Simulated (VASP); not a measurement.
As: single point with PBE

As:

```
As
1.0
     1.89836    1.09602    3.52028
    -1.89836    1.09602    3.52028
     0.00000   -2.19204    3.52028
As
2
Direct
  0.22754 0.22754 0.22754
  0.77246 0.77246 0.77246
```

```yaml
Program: VASP 6.6.1
Task: single point
Functional: PBE
Potentials_or_basis: VASP PAW PBE potentials, release 64 (As)
Cutoff: 520 eV
k_mesh: 11 × 11 × 11
Occupations: fermi-dirac, width 0.03 eV
Spin: no spin polarisation
```

```yaml
Pressure: 1.5 GPa
Largest_force: 0.081 eV/Å
Band_gap_on_the_k_mesh: zero (bands 5 and 6 overlap by 0.32 eV)
```

Forces on the atoms (eV/Å):
```
As   0.000  0.000  0.081
As   0.000  0.000 -0.081
```

Stress tensor (GPa, compression positive):
```
1.63 0.00 0.00
0.00 1.63 0.00
0.00 0.00 1.20
```

Levels at points of the mesh, in eV from the Fermi level:
| k point | band 2 | band 3 | band 4 | band 5 | band 6 | band 7 | band 8 | band 9 |
| --- | --- | --- | --- | --- | --- | --- | --- | --- |
| (0.00, 0.00, 0.00) | -5.95 | -2.48 | -2.00 | -2.00 | 1.71 | 2.87 | 2.87 | 6.76 |

Run time: 66 s on 1 thread of Intel Xeon 8259CL, with other jobs on the host, peak memory 0.21 GiB.
